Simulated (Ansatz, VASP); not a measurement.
AgPd4 in VASP and in Ansatz

```xyz
5
Lattice="2.7155 0.0000 0.0000 -1.3577 2.3517 0.0000 0.0000 0.0000 24.8687" Properties=species:S:1:pos:R:3 pbc="T T T"
Pd    2.0366    0.3919    8.0104
Pd   -0.6789    1.9597   10.2288
Pd    2.0366    0.3919   14.6399
Pd   -0.6789    1.9597   16.8583
Ag    0.6789    1.1758   12.4343
```

Alike in both runs: task single point; functional LDA; k mesh 15 × 15 × 1; occupations fermi-dirac, width 0.05 eV; no spin polarisation.

```csv
,VASP,Ansatz
version,VASP 6.6.1,Ansatz 0.2.0
potentials or method,"VASP PAW LDA potentials, release 64 (Pd, Ag), cutoff 520 eV","all-electron LAPW, scalar-relativistic"
```

|  | VASP | Ansatz | Ansatz less VASP |
| --- | --- | --- | --- |
| rms of the force components (eV/Å) | 0.164 | 0.162 | -0.0028 |

LDA's correlation is that of Perdew and Zunger in VASP and of Perdew and Wang (1992) in Ansatz. Ansatz ran all-electron here, and VASP with PAW potentials.
